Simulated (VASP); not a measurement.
Wanted: the native input for a VASP 6.6.1 run.

```yaml
Task: single point
Functional: PBEsol
Potentials_or_basis: VASP PAW PBE potentials, release 64 (Ru_pv)
Cutoff: 520 eV
k_mesh: 24 × 24 × 14
Occupations: gaussian, width 0.15 eV
Spin: no spin polarisation
Dipole_correction: no
Further_INCAR_settings: ALGO = Fast; EDIFF = 1e-07; NBANDS = 21
```

The structure of Ru lies in POSCAR:

```
Ru
1.0
    2.6895239996      0.0000000000      0.0000000000
   -1.3447619998      2.3291961077      0.0000000000
    0.0000000000      0.0000000000      4.2519209508
Ru
2
Direct
    0.3333333333      0.6666666667      0.2735187815
    0.6666666667      0.3333333333      0.7264812185
```

This cell differs from its parent crystal: atoms displaced along a vibrational mode.

These files were run (other wordings do the same):

INCAR

```
SYSTEM = Ru
ALGO = Fast
EDIFF = 1E-7
ENCUT = 520
GGA = PS
ISIF = 2
ISMEAR = 0
LASPH = .True.
LCHARG = .False.
LREAL = .False.
LWAVE = .False.
NBANDS = 21
NELM = 80
PREC = Accurate
SIGMA = 0.15
```

KPOINTS

```
k-points
0
Gamma
  24 24 14
  0 0 0
```

Potentials or basis: VASP PAW PBE potentials, release 64 (Ru_pv).

Run with:

```sh
$ cat potpaw_PBE.64/Ru_pv/POTCAR > POTCAR
$ mpirun -np 1 vasp_std > vasp.out
```

Results of the run:

```yaml
Pressure: 8.2 GPa
Largest_force: 2.945 eV/Å
Band_gap_on_the_k_mesh: zero (bands 14 and 15 overlap by 2.89 eV)
```

Caveat: the cell differs from its parent crystal (atoms displaced along a vibrational mode); the cell stands under pressure; the PAW data sets were made with another functional, which shifts forces and pressure a little.

Run time: 6.5 min on 1 thread of Intel Xeon 8259CL, on a shared host, peak memory 0.42 GiB.
